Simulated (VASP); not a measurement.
# WSe2 in VASP: single point with r2SCAN

Aim: the single point of WSe2 with r2SCAN.

Everything below comes from runs of VASP 6.6.1. Logs are shortened: lines on timing, memory, paths and dates and some standing lists are left out, and cuts for length are marked.

## 1. The cell of the first run

The cell holds a sheet with vacuum, 3 atoms: a = 3.314 Å, b = 3.314 Å, c = 30.520 Å, α = 90.00°, β = 90.00°, γ = 120.00°.

## 2. Single point, r2SCAN

POSCAR reads:

```
WSe2
1.0
    3.3135233317      0.0000000000      0.0000000000
   -1.6567616658      2.8695953812      0.0000000000
    0.0000000000      0.0000000000     30.5199999966
Se W
2 1
Direct
    0.6666666667      0.3333333333      0.2299758378
    0.6666666667      0.3333333333      0.3388315017
    0.3333333333      0.6666666667      0.2844036698
```

INCAR.step1 reads:

```
  PREC = Accurate
  ENCUT = 440
  ISMEAR = 0
  SIGMA = 0.03
  LREAL = F
  LASPH = T
  NELM = 120
  LDIPOL = T
  IDIPOL = 3
  DIPOL = 0.5 0.5 0.284
  NBANDS = 20
  GGA = PE
  ALGO = Normal
  EDIFF = 1E-5
  LWAVE = T
  LCHARG = F
  GGA_COMPAT = F
  NELMDL = -8
```

INCAR.step2 reads:

```
  PREC = Accurate
  ENCUT = 440
  EDIFF = 1E-6
  ISMEAR = 0
  SIGMA = 0.03
  LREAL = F
  LASPH = T
  NELM = 120
  ALGO = Normal
  ISIF = 2
  LWAVE = F
  LCHARG = F
  LDIPOL = T
  IDIPOL = 3
  DIPOL = 0.5 0.5 0.284
  METAGGA = R2SCAN
  LMIXTAU = T
  NBANDS = 20
  ISTART = 1
  GGA_COMPAT = F
```

KPOINTS reads:

```
regular mesh
0
Gamma
  12 12 1
```

Potentials or basis: VASP PAW PBE potentials, release 64 (Se, W_sv).

Launch:

```console
cat potpaw_PBE.64/Se/POTCAR potpaw_PBE.64/W_sv/POTCAR > POTCAR
cp INCAR.step1 INCAR
mpirun -np 1 vasp_std > vasp.out
cp INCAR.step2 INCAR
mpirun -np 1 vasp_std > vasp.out
```

OUTCAR:

```text
PREC = Accurate
   ENCUT = 440
   EDIFF = 1E-6
   ISMEAR = 0
   LREAL = F
   LASPH = T
   NELM = 120
   ISIF = 2
   METAGGA = R2SCAN
   ISTART = 1

 ion  position               nearest neighbor table
   1  0.667  0.333  0.230-   3 2.53   3 2.53   3 2.53
   2  0.667  0.333  0.339-   3 2.53   3 2.53   3 2.53
   3  0.333  0.667  0.284-   2 2.53   2 2.53   2 2.53   1 2.53   1 2.53   1 2.53

  LATTYP: Found a hexagonal cell.
 ALAT       =     3.3135233317
 C/A-ratio  =     9.2107394279

  Lattice vectors:

 A1 = (   3.3135233317,   0.0000000000,   0.0000000000)
 A2 = (  -1.6567616658,   2.8695953812,   0.0000000000)
 A3 = (   0.0000000000,   0.0000000000,  30.5199999966)

Analysis of symmetry for initial positions (statically):
=====================================================================
 Subroutine PRICEL returns:
 Original cell was already a primitive cell.

 Routine SETGRP: Setting up the symmetry group for a
 hexagonal supercell.

 Subroutine GETGRP returns: Found 12 space group operations
 (whereof  6 operations were pure point group operations)
 out of a pool of 24 trial point group operations.

The static configuration has the point symmetry C_3v.
 The point group associated with its full space group is D_3h.

Analysis of symmetry for dynamics (positions and initial velocities):
=====================================================================
 Subroutine PRICEL returns:
 Original cell was already a primitive cell.

 Routine SETGRP: Setting up the symmetry group for a
 hexagonal supercell.

 Subroutine GETGRP returns: Found 12 space group operations
 (whereof  6 operations were pure point group operations)
 out of a pool of 24 trial point group operations.

The dynamic configuration has the point symmetry C_3v.
 The point group associated with its full space group is D_3h.

 Subroutine INISYM returns: Found 12 space group operations
 (whereof  6 operations are pure point group operations),
 and found     1 'primitive' translations

----------------------------------------------------------------------------------------

                                     Primitive cell

  volume of cell :     290.1985

  direct lattice vectors                    reciprocal lattice vectors
     3.313523332  0.000000000  0.000000000     0.301793559  0.174240593  0.000000000
    -1.656761666  2.869595381  0.000000000     0.000000000  0.348481185  0.000000000
     0.000000000  0.000000000 30.519999997     0.000000000  0.000000000  0.032765400

  length of vectors
     3.313523332  3.313523332 30.519999997     0.348481185  0.348481185  0.032765400

  position of ions in fractional coordinates (direct lattice)
     0.666666667  0.333333333  0.229975838
     0.666666667  0.333333333  0.338831502
     0.333333333  0.666666667  0.284403670

  ion indices of the primitive-cell ions
   primitive index   ion index
                 1           1
                 2           2
                 3           3

----------------------------------------------------------------------------------------

 KPOINTS: regular mesh

Automatic generation of k-mesh.
 Grid dimensions read from file:
 generate k-points for:   12   12    1

 Generating k-lattice:

  Cartesian coordinates                     Fractional coordinates (reciprocal lattice)
     0.025149463  0.014520049  0.000000000     0.083333333  0.000000000  0.000000000
     0.000000000  0.029040099  0.000000000     0.000000000  0.083333333  0.000000000
     0.000000000  0.000000000  0.032765400     0.000000000  0.000000000  1.000000000

  Length of vectors
     0.029040099  0.029040099  0.032765400

  Shift w.r.t. Gamma in fractional coordinates (k-lattice)
     0.000000000  0.000000000  0.000000000

 Subroutine IBZKPT returns following result:
 ===========================================

 Found     19 irreducible k-points:

 Following reciprocal coordinates:
            Coordinates               Weight
  0.000000  0.000000  0.000000      1.000000
  0.083333  0.000000  0.000000      6.000000
  0.166667  0.000000  0.000000      6.000000
  0.250000  0.000000  0.000000      6.000000
  0.333333  0.000000  0.000000      6.000000
  0.416667  0.000000  0.000000      6.000000
[... 11 lines left out ...]
  0.333333  0.250000  0.000000     12.000000
  0.333333  0.333333  0.000000      2.000000
   k-points           NKPTS =     19   k-points in BZ     NKDIM =     19   number of bands    NBANDS=     20
   number of dos      NEDOS =    301   number of ions     NIONS =      3
   total plane-waves  NPLWV = 120960
   dimension x,y,z NGX =    24 NGY =   24 NGZ =  210
   dimension x,y,z NGXF=    48 NGYF=   48 NGZF=  420
   ions per type =               2   1
   NGX,Y,Z   is equivalent  to a cutoff of  12.04, 12.04, 11.44 a.u.
   NGXF,Y,Z  is equivalent  to a cutoff of  24.08, 24.08, 22.88 a.u.
 SYSTEM =  unknown system
   PREC   = accura    normal or accurate (medium, high low for compatibility)
   ISTART =      1    job   : 0-new  1-cont  2-samecut
   ICHARG =      0    charge: 1-file 2-atom 10-const
   ISPIN  =      1    spin polarized calculation?
   LNONCOLLINEAR =      F non collinear calculations
   LSORBIT =      F    spin-orbit coupling
   LASPH  =      T    aspherical Exc in radial PAW
   ENCUT  =  440.0 eV  32.34 Ry    5.69 a.u.   5.67  5.67 52.20*2*pi/ulx,y,z
   NELM   =    120;   NELMIN=  2; NELMDL=  0     # of ELM steps
   EDIFF  = 0.1E-05   stopping-criterion for ELM
   LREAL  =      F    real-space projection
   EDIFFG = 0.1E-04   stopping-criterion for IOM
   NSW    =      0    number of steps for IOM
   IBRION =     -1    ionic relax: 0-MD 1-quasi-New 2-CG
   NFREE  =      0    steps in history (QN), initial steepest desc. (CG)
   ISIF   =      2    stress and relaxation
   ISYM   =      2    0-nonsym 1-usesym 2-fastsym
   POTIM  = 0.5000    time-step for ionic-motion
   TEBEG  =    0.0;   TEEND  =   0.0 temperature during run
   PSTRESS=    0.0 pullay stress
   NELECT =      26.0000    total number of electrons
   NUPDOWN=      -1.0000    fix difference up-down
   EMIN   =  10.00;   EMAX   =-10.00  energy-range for DOS
   EFERMI =   0.00;   METHOD = LEGACY
   ISMEAR =     0;   SIGMA  =   0.03  broadening in eV -4-tet -1-fermi 0-gaus
   EFERMI_NEDOS =   21; number of points for ismear=-14 and -15
   IALGO  =     38    algorithm
   IMIX   =      4    mixing-type and parameters
     AMIX     =   0.40;   BMIX     =  1.00
     AMIX_MAG =   1.60;   BMIX_MAG =  1.00
  volume/ion in A,a.u.               =      96.73       652.79
  Fermi-wavevector in a.u.,A,eV,Ry     =   0.732545  1.384309  7.301184  0.536622
  Thomas-Fermi vector in A             =   1.825034
   LORBIT       =      0    0 simple, 1 ext, 2 COOP (PROOUT), +10 PAW based schemes
   METAGGA = R2SCAN    functional components
   LHFCALC =     F    Hartree Fock is set to
   AEXX    =    0.0000 exact exchange contribution
   IVDW    =     0    specifies the selected vdW correction
   LEPSILON=     F    determine dielectric tensor
   LRPA    =     F    only Hartree local field effects (RPA)
 non-spin polarized calculation
 Gauss-broadening in eV      SIGMA  =   0.03
  energy-cutoff  :      440.00
  volume of cell :      290.20
 maximum number of plane-waves:      6123
 NGX is ok and might be reduce to    24
   NGX = 11   NGY = 11   NGZ =105

 dipolmoment           0.000000      0.000000     -0.000000 electrons x Angstroem

 number of electron      25.9999993 magnetization

 dipolmoment           0.000000      0.000000      0.000007 electrons x Angstroem

 Free energy of the ion-electron system (eV)
  ---------------------------------------------------
  ext. energy  EPLUGINS =         0.00000000
  ---------------------------------------------------
  free energy    TOTEN  =       -81.75010278 eV

  energy without entropy =      -81.75010278  energy(sigma->0) =      -81.75010278

 E-fermi :  -2.7679     XC(G=0):  -2.6569

 val. band max:       -3.0057481901   @ k =   0.3333   0.3333   0.0000
 cond. band min:      -1.3605097533   @ k =   0.3333   0.3333   0.0000
 fundamental gap:      1.6452384368
 Fermi energy:        -2.7678885074

 k-point     1 :       0.0000    0.0000    0.0000
  band No.  band energies     occupation
      1     -79.0092      2.00000
      2     -42.5874      2.00000
      3     -42.4844      2.00000
      4     -42.4844      2.00000
      5     -18.4056      2.00000
      6     -17.0392      2.00000
[... 12 lines left out ...]
     19       2.2939      0.00000
     20       2.3784      0.00000

 k-point     2 :       0.0833    0.0000    0.0000
  band No.  band energies     occupation
      1     -79.0085      2.00000
      2     -42.5843      2.00000
      3     -42.5002      2.00000
      4     -42.4881      2.00000
      5     -18.2988      2.00000
      6     -16.9876      2.00000
[... 12 lines left out ...]
     19       2.4255      0.00000
     20       2.5475      0.00000

 k-point     3 :       0.1667    0.0000    0.0000
  band No.  band energies     occupation
      1     -79.0065      2.00000
      2     -42.5759      2.00000
      3     -42.5431      2.00000
      4     -42.4981      2.00000
      5     -17.9930      2.00000
      6     -16.8401      2.00000
[... 12 lines left out ...]
     19       2.8103      0.00000
     20       2.9644      0.00000

 k-point     4 :       0.2500    0.0000    0.0000
  band No.  band energies     occupation
      1     -79.0038      2.00000
      2     -42.6011      2.00000
      3     -42.5645      2.00000
      4     -42.5119      2.00000
      5     -17.5343      2.00000
      6     -16.6215      2.00000
[... 12 lines left out ...]
     19       3.4302      0.00000
     20       3.5696      0.00000

 k-point     5 :       0.3333    0.0000    0.0000
  band No.  band energies     occupation
      1     -79.0012      2.00000
      2     -42.6586      2.00000
      3     -42.5530      2.00000
      4     -42.5255      2.00000
      5     -17.0097      2.00000
      6     -16.3781      2.00000
[... 12 lines left out ...]
     19       4.0913      0.00000
     20       4.2104      0.00000

 k-point     6 :       0.4167    0.0000    0.0000
  band No.  band energies     occupation
      1     -78.9992      2.00000
      2     -42.7002      2.00000
      3     -42.5445      2.00000
      4     -42.5355      2.00000
      5     -16.5631      2.00000
      6     -16.1797      2.00000
[... 12 lines left out ...]
     19       4.4910      0.00000
     20       4.6039      0.00000

 k-point     7 :       0.5000    0.0000    0.0000
  band No.  band energies     occupation
      1     -78.9985      2.00000
      2     -42.7154      2.00000
      3     -42.5414      2.00000
      4     -42.5392      2.00000
      5     -16.3807      2.00000
      6     -16.1018      2.00000
[... 12 lines left out ...]
     19       4.6571      0.00000
     20       4.7541      0.00000
[... 162 lines left out ...]
 k-point    15 :       0.3333    0.1667    0.0000
  band No.  band energies     occupation
      1     -78.9985      2.00000
      2     -42.6865      2.00000
      3     -42.5688      2.00000
      4     -42.5415      2.00000
      5     -16.4090      2.00000
      6     -16.0960      2.00000
[... 12 lines left out ...]
     19       5.1289      0.00000
     20       5.4277      0.00000

 k-point    16 :       0.4167    0.1667    0.0000
  band No.  band energies     occupation
      1     -78.9979      2.00000
      2     -42.6966      2.00000
      3     -42.5751      2.00000
      4     -42.5388      2.00000
      5     -16.2491      2.00000
      6     -16.0246      2.00000
[... 12 lines left out ...]
     19       5.4517      0.00000
     20       5.9324      0.00000

 k-point    17 :       0.2500    0.2500    0.0000
  band No.  band energies     occupation
      1     -78.9985      2.00000
      2     -42.6729      2.00000
      3     -42.5827      2.00000
      4     -42.5415      2.00000
      5     -16.4183      2.00000
      6     -16.0940      2.00000
[... 12 lines left out ...]
     19       4.8660      0.00000
     20       5.4165      0.00000

 k-point    18 :       0.3333    0.2500    0.0000
  band No.  band energies     occupation
      1     -78.9975      2.00000
      2     -42.6758      2.00000
      3     -42.6059      2.00000
      4     -42.5373      2.00000
      5     -16.1727      2.00000
      6     -15.9782      2.00000
[... 12 lines left out ...]
     19       4.4877      0.00000
     20       6.0669      0.00000

 k-point    19 :       0.3333    0.3333    0.0000
  band No.  band energies     occupation
      1     -78.9972      2.00000
      2     -42.6579      2.00000
      3     -42.6333      2.00000
      4     -42.5357      2.00000
      5     -16.0841      2.00000
      6     -15.9327      2.00000
[... 12 lines left out ...]
     19       3.7627      0.00000
     20       6.3435      0.00000

------------------------ aborting loop because EDIFF is reached ----------------------------------------

 vacuum level on the upper side and lower side of the slab       (xc-potential included)         0.002         0.002

  FORCE on cell =-STRESS in cart. coord.  units (eV):
  Direction    XX          YY          ZZ          XY          YZ          ZX
  --------------------------------------------------------------------------------------
  -------------------------------------------------------------------------------------
  Total        0.1343753      0.1343753      0.1353481      0.0000000      0.0000000      0.0000000
  in kB        0.7418821      0.7418821      0.7472525      0.0000000      0.0000000      0.0000000
  external PRESSURE =       0.7436722 kB  Pullay stress =       0.0000000 kB

 VOLUME and BASIS-vectors are now :
 -----------------------------------------------------------------------------
  energy-cutoff  :      440.00
  volume of cell :      290.20
      direct lattice vectors                 reciprocal lattice vectors
     3.313523332  0.000000000  0.000000000     0.301793559  0.174240593  0.000000000
    -1.656761666  2.869595381  0.000000000     0.000000000  0.348481185  0.000000000
     0.000000000  0.000000000 30.519999997     0.000000000  0.000000000  0.032765400

 POSITION                                       TOTAL-FORCE (eV/Angst)
 -----------------------------------------------------------------------------------
      1.65676      0.95653      7.01886         0.000000     -0.000000     -0.045949
      1.65676      0.95653     10.34114         0.000000     -0.000000      0.045949
     -0.00000      1.91306      8.68000        -0.000000      0.000000     -0.000000
 -----------------------------------------------------------------------------------
    total drift:                                0.000001     -0.000000      0.000080

  FREE ENERGIE OF THE ION-ELECTRON SYSTEM (eV)
  ---------------------------------------------------
  free  energy   TOTEN  =       -81.7501027795 eV

  energy  without entropy=      -81.7501027795  energy(sigma->0) =      -81.75010278

 vacuum level on the upper side and lower side of the slab         2.326         2.326
```

Run time: 7.9 min. Hardware: 1 thread of AMD EPYC 7R43 (Zen 3), shared host; peak memory 0.38 GiB.

What came out:

```yaml
Free_energy: -81.7501 eV
Largest_force: 0.046 eV/Å
Band_gap_on_the_k_mesh: 1.65 eV
```

Forces on the atoms (eV/Å):
```
Se   0.000  0.000 -0.046
Se   0.000  0.000  0.046
W    0.000  0.000  0.000
```

Caveat: the PAW data sets were made with another functional, which shifts forces and pressure a little; spin-orbit coupling is left out, which moves the levels of the heavy elements.
